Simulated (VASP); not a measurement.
# Ca (I4/mmm) in VASP: a series of runs

Runs on Ca. Level: PBEsol. Tasks: electric field gradients.

Everything below comes from runs of VASP 6.6.1. Logs are shortened: lines on timing, memory, paths and dates and some standing lists are left out, and cuts for length are marked.

### 1 The cell of the first run

The structure is tetragonal, space group I4/mmm (No. 139). Conventional cell: a = 3.912 Å, b = 3.912 Å, c = 5.588 Å, α = 90.00°, β = 90.00°, γ = 90.00°. Ca (site symmetry 4/mmm) has 12 Ca at 3.91 to 3.93 Å within 5.1 Å.

### 2 Electric field gradients, PBEsol (equal xx and yy strain of -1 %)

INCAR reads:

```
  PREC = Accurate
  ENCUT = 520
  EDIFF = 1E-8
  ISMEAR = -1
  SIGMA = 0.05
  LREAL = False
  LASPH = True
  NELM = 100
  ALGO = Normal
  ISIF = 2
  LWAVE = False
  LCHARG = False
  GGA = PS
  LEFG = True
  NBANDS = 11
```

KPOINTS reads:

```
Automatic mesh
0
Gamma
  11 11 11
```

POSCAR reads:

```
Ca
1.0
    0.0000000000      2.7662580000      2.7942000000
    2.7662580000      0.0000000000      2.7942000000
    2.7662580000      2.7662580000      0.0000000000
Ca
1
Direct
    0.0000000000      0.0000000000      0.0000000000
```

Potentials or basis: VASP PAW PBE potentials, release 64 (Ca_sv).

Started as:

```sh
$ cat potpaw_PBE.64/Ca_sv/POTCAR > POTCAR
$ mpirun -np 1 vasp_std > vasp.out
```

OUTCAR:

```text
PREC = Accurate
   ENCUT = 520
   EDIFF = 1E-8
   ISMEAR = -1
   LREAL = False
   LASPH = True
   NELM = 100
   ISIF = 2
   GGA = PS

 ion  position               nearest neighbor table
   1  0.000  0.000  0.000-

  LATTYP: Found a body centered tetragonal cell.
 ALAT       =     3.9120795806
 C/A-ratio  =     1.4284985479

  Lattice vectors:

 A1 = (  -2.7662580000,   0.0000000000,   2.7942000000)
 A2 = (   2.7662580000,   0.0000000000,   2.7942000000)
 A3 = (   0.0000000000,   2.7662580000,  -2.7942000000)

Analysis of symmetry for initial positions (statically):
=====================================================================
 Subroutine PRICEL returns:
 Original cell was already a primitive cell.

 Routine SETGRP: Setting up the symmetry group for a
 body centered tetragonal supercell.

 Subroutine GETGRP returns: Found 16 space group operations
 (whereof 16 operations were pure point group operations)
 out of a pool of 16 trial point group operations.

The static configuration has the point symmetry D_4h.

Analysis of symmetry for dynamics (positions and initial velocities):
=====================================================================
 Subroutine PRICEL returns:
 Original cell was already a primitive cell.

 Routine SETGRP: Setting up the symmetry group for a
 body centered tetragonal supercell.

 Subroutine GETGRP returns: Found 16 space group operations
 (whereof 16 operations were pure point group operations)
 out of a pool of 16 trial point group operations.

The dynamic configuration has the point symmetry D_4h.

 Subroutine INISYM returns: Found 16 space group operations
 (whereof 16 operations are pure point group operations),
 and found     1 'primitive' translations

----------------------------------------------------------------------------------------

                                     Primitive cell

  volume of cell :      42.7635

  direct lattice vectors                    reciprocal lattice vectors
     0.000000000  2.766258000  2.794200000    -0.180749590  0.180749590  0.178942094
     2.766258000  0.000000000  2.794200000     0.180749590 -0.180749590  0.178942094
     2.766258000  2.766258000  0.000000000     0.180749590  0.180749590 -0.178942094
[... 119 lines left out ...]

 number of electron      10.0000000 magnetization

 number of electron       9.9999999 magnetization

 Free energy of the ion-electron system (eV)
  ---------------------------------------------------
  ext. energy  EPLUGINS =         0.00000000
  ---------------------------------------------------
  free energy    TOTEN  =        -2.13408314 eV

  energy without entropy =       -2.12301205  energy(sigma->0) =       -2.12854760

 E-fermi :   1.8341     XC(G=0):  -7.7683

 val. band max:        1.7657016344   @ k =  -0.4545   0.1818   0.0000
 cond. band min:       1.8422454198   @ k =  -0.3636   0.3636   0.0909
 fundamental gap:      0.0765437854
 Fermi energy:         1.8341415437

 k-point     1 :       0.0000    0.0000    0.0000
  band No.  band energies     occupation
      1     -40.0341      2.00000
      2     -21.0282      2.00000
      3     -21.0274      2.00000
      4     -21.0274      2.00000
      5      -2.1712      2.00000
      6       4.1176      0.00000
      7       4.1628      0.00000
      8       4.1628      0.00000
      9       5.1794      0.00000
     10       5.2382      0.00000
     11      10.9108      0.00000
[... 309 lines left out ...]
 k-point    24 :      -0.1818    0.1818    0.0000
  band No.  band energies     occupation
      1     -40.0254      2.00000
      2     -21.1026      2.00000
      3     -21.0589      2.00000
      4     -21.0363      2.00000
      5      -0.7584      2.00000
      6       3.1364      0.00000
      7       3.8881      0.00000
      8       4.6635      0.00000
      9       4.7242      0.00000
     10       5.6854      0.00000
     11       9.1687      0.00000

 [... further k-points ...]
[... 5 lines left out ...]
  --------------------------------------------------------------------------------------
  -------------------------------------------------------------------------------------
  Total       -0.2240079     -0.2240079     -0.2446807      0.0000000      0.0000000     -0.0000000
  in kB       -8.3926860     -8.3926860     -9.1672165      0.0000000      0.0000000     -0.0000000
  external PRESSURE =      -8.6508628 kB  Pullay stress =       0.0000000 kB

 VOLUME and BASIS-vectors are now :
 -----------------------------------------------------------------------------
  energy-cutoff  :      520.00
  volume of cell :       42.76
      direct lattice vectors                 reciprocal lattice vectors
     0.000000000  2.766258000  2.794200000    -0.180749590  0.180749590  0.178942094
     2.766258000  0.000000000  2.794200000     0.180749590 -0.180749590  0.178942094
     2.766258000  2.766258000  0.000000000     0.180749590  0.180749590 -0.178942094

 POSITION                                       TOTAL-FORCE (eV/Angst)
 -----------------------------------------------------------------------------------
      0.00000      0.00000      0.00000        -0.000000     -0.000000      0.000000
 -----------------------------------------------------------------------------------
    total drift:                               -0.000000     -0.000000     -0.000000

  FREE ENERGIE OF THE ION-ELECTRON SYSTEM (eV)
  ---------------------------------------------------
  free  energy   TOTEN  =        -2.1340831424 eV

  energy  without entropy=       -2.1230120530  energy(sigma->0) =       -2.12854760

 Electric field gradients (V/A^2)
---------------------------------------------------------------------
 ion       V_xx      V_yy      V_zz      V_xy      V_xz      V_yz
---------------------------------------------------------------------
   1       0.012     0.012    -0.024     0.000     0.000     0.000
---------------------------------------------------------------------

 Electric field gradients after diagonalization (V/A^2)
 (convention: |V_zz| > |V_xx| > |V_yy|)
----------------------------------------------------------------------
 ion       V_xx      V_yy      V_zz     asymmetry (V_yy - V_xx)/ V_zz
----------------------------------------------------------------------
   1       0.012     0.012    -0.024       0.020
----------------------------------------------------------------------

           NMR quadrupolar parameters

 Cq : quadrupolar parameter    Cq=e*Q*V_zz/h
 eta: asymmetry parameters     (V_yy - V_xx)/ V_zz
 Q  : nuclear electric quadrupole moment in mb (millibarn)
----------------------------------------------------------------------
 ion       Cq(MHz)       eta       Q (mb)
----------------------------------------------------------------------
   1      -0.000       0.020       1.000
----------------------------------------------------------------------
```

It took 45 s on 1 thread of AMD EPYC 7R43 (Zen 3), shared host; peak memory 0.17 GiB.

What came out:

* Free energy: -2.1341 eV
* Pressure: -0.9 GPa
* Band gap on the k mesh: zero (band 5 reaches 2.00 eV, above the bottom of band 6 at 1.71 eV)

Levels at points of the mesh, in eV from the Fermi level:
```tsv
k point	band 2	band 3	band 4	band 5	band 6	band 7	band 8	band 9
(0.00, 0.00, 0.00)	-22.86	-22.86	-22.86	-4.01	2.28	2.33	2.33	3.35
```

Caveat: the cell differs from its parent crystal (equal xx and yy strain of -1 %); without QUAD_EFG the Cq values of the log hold for a quadrupole moment of 1 mb, not for the nuclei; the PAW data sets were made with another functional, which shifts forces and pressure a little.

### 3 Electric field gradients, PBEsol (zz strain of +2 %)

INCAR reads:

```
  PREC = Accurate
  ENCUT = 520
  EDIFF = 1E-8
  ISMEAR = -1
  SIGMA = 0.05
  LREAL = F
  LASPH = T
  NELM = 80
  ALGO = Normal
  ISIF = 2
  LWAVE = F
  LCHARG = F
  GGA = PS
  LEFG = T
  NBANDS = 11
```

KPOINTS is that of step 2.

POSCAR reads:

```
Ca
1.0
    0.0000000000      2.7942000000      2.8500840000
    2.7942000000      0.0000000000      2.8500840000
    2.7942000000      2.7942000000      0.0000000000
Ca
1
Direct
    0.0000000000      0.0000000000      0.0000000000
```

Potentials or basis: VASP PAW PBE potentials, release 64 (Ca_sv).

Started as:

```sh
$ cat potpaw_PBE.64/Ca_sv/POTCAR > POTCAR
$ mpirun -np 1 vasp_std > vasp.out
```

OUTCAR:

```text
PREC = Accurate
   ENCUT = 520
   EDIFF = 1E-8
   ISMEAR = -1
   LREAL = F
   LASPH = T
   NELM = 80
   ISIF = 2
   GGA = PS

 ion  position               nearest neighbor table
   1  0.000  0.000  0.000-

  LATTYP: Found a body centered tetragonal cell.
 ALAT       =     3.9515955360
 C/A-ratio  =     1.4424978336

  Lattice vectors:

 A1 = (  -2.7942000000,   0.0000000000,   2.8500840000)
 A2 = (   2.7942000000,   0.0000000000,   2.8500840000)
 A3 = (   0.0000000000,   2.7942000000,  -2.8500840000)

Analysis of symmetry for initial positions (statically):
=====================================================================
 Subroutine PRICEL returns:
 Original cell was already a primitive cell.

 Routine SETGRP: Setting up the symmetry group for a
 body centered tetragonal supercell.

 Subroutine GETGRP returns: Found 16 space group operations
[... 519 lines left out ...]

 VOLUME and BASIS-vectors are now :
 -----------------------------------------------------------------------------
  energy-cutoff  :      520.00
  volume of cell :       44.50
      direct lattice vectors                 reciprocal lattice vectors
     0.000000000  2.794200000  2.850084000    -0.178942094  0.178942094  0.175433426
     2.794200000  0.000000000  2.850084000     0.178942094 -0.178942094  0.175433426
     2.794200000  2.794200000  0.000000000     0.178942094  0.178942094 -0.175433426

 POSITION                                       TOTAL-FORCE (eV/Angst)
 -----------------------------------------------------------------------------------
      0.00000      0.00000      0.00000        -0.000000     -0.000000      0.000000
 -----------------------------------------------------------------------------------
    total drift:                               -0.000000     -0.000000     -0.000000

  FREE ENERGIE OF THE ION-ELECTRON SYSTEM (eV)
  ---------------------------------------------------
  free  energy   TOTEN  =        -2.1216732717 eV

  energy  without entropy=       -2.1104391244  energy(sigma->0) =       -2.11605620

 Electric field gradients (V/A^2)
---------------------------------------------------------------------
 ion       V_xx      V_yy      V_zz      V_xy      V_xz      V_yz
---------------------------------------------------------------------
   1       0.028     0.028    -0.055     0.001     0.000     0.000
---------------------------------------------------------------------

 Electric field gradients after diagonalization (V/A^2)
 (convention: |V_zz| > |V_xx| > |V_yy|)
----------------------------------------------------------------------
 ion       V_xx      V_yy      V_zz     asymmetry (V_yy - V_xx)/ V_zz
----------------------------------------------------------------------
   1       0.028     0.027    -0.055       0.027
----------------------------------------------------------------------

           NMR quadrupolar parameters

 Cq : quadrupolar parameter    Cq=e*Q*V_zz/h
 eta: asymmetry parameters     (V_yy - V_xx)/ V_zz
 Q  : nuclear electric quadrupole moment in mb (millibarn)
----------------------------------------------------------------------
 ion       Cq(MHz)       eta       Q (mb)
----------------------------------------------------------------------
   1      -0.000       0.027       1.000
----------------------------------------------------------------------
```

OSZICAR:

```text
N       E                     dE             d eps       ncg     rms          rms(c)
DAV:   1     0.676977452839E+02    0.67698E+02   -0.49254E+03  2772   0.814E+02
DAV:   2    -0.533976145404E+00   -0.68232E+02   -0.67671E+02  3051   0.209E+02
DAV:   3    -0.205578773223E+01   -0.15218E+01   -0.15023E+01  4118   0.305E+01
DAV:   4    -0.212609452337E+01   -0.70307E-01   -0.69902E-01  3679   0.501E+00
DAV:   5    -0.212727743498E+01   -0.11829E-02   -0.11828E-02  3926   0.586E-01    0.232E+00
DAV:   6    -0.212366759298E+01    0.36098E-02   -0.73419E-03  3419   0.101E+00    0.139E+00
DAV:   7    -0.212180739347E+01    0.18602E-02   -0.13991E-02  2940   0.145E+00    0.889E-02
DAV:   8    -0.212166774013E+01    0.13965E-03   -0.10235E-03  3480   0.272E-01    0.183E-02
DAV:   9    -0.212167311246E+01   -0.53723E-05   -0.74432E-05  3625   0.726E-02    0.534E-03
DAV:  10    -0.212167363981E+01   -0.52736E-06   -0.58486E-06  4173   0.210E-02    0.794E-04
DAV:  11    -0.212167319032E+01    0.44949E-06   -0.19270E-07  4381   0.436E-03    0.790E-04
DAV:  12    -0.212167328478E+01   -0.94460E-07   -0.15295E-08  2823   0.134E-03    0.132E-04
DAV:  13    -0.212167327338E+01    0.11398E-07   -0.11970E-09  1935   0.326E-04    0.173E-05
DAV:  14    -0.212167327167E+01    0.17152E-08   -0.33001E-10  1737   0.146E-04
   1 F= -.21216733E+01 E0= -.21160562E+01  d E =-.112341E-01
```

Run time: 51 s. Hardware: 1 thread of AMD EPYC 7R43 (Zen 3), shared host; peak memory 0.17 GiB.

Results:

```yaml
Free_energy: -2.1217 eV
Pressure: -1.4 GPa
Band_gap_on_the_k_mesh: zero (band 5 reaches 1.87 eV, above the bottom of band 6 at 1.53 eV)
```

Caveat: the cell differs from its parent crystal (zz strain of +2 %); without QUAD_EFG the Cq values of the log hold for a quadrupole moment of 1 mb, not for the nuclei; the PAW data sets were made with another functional, which shifts forces and pressure a little.
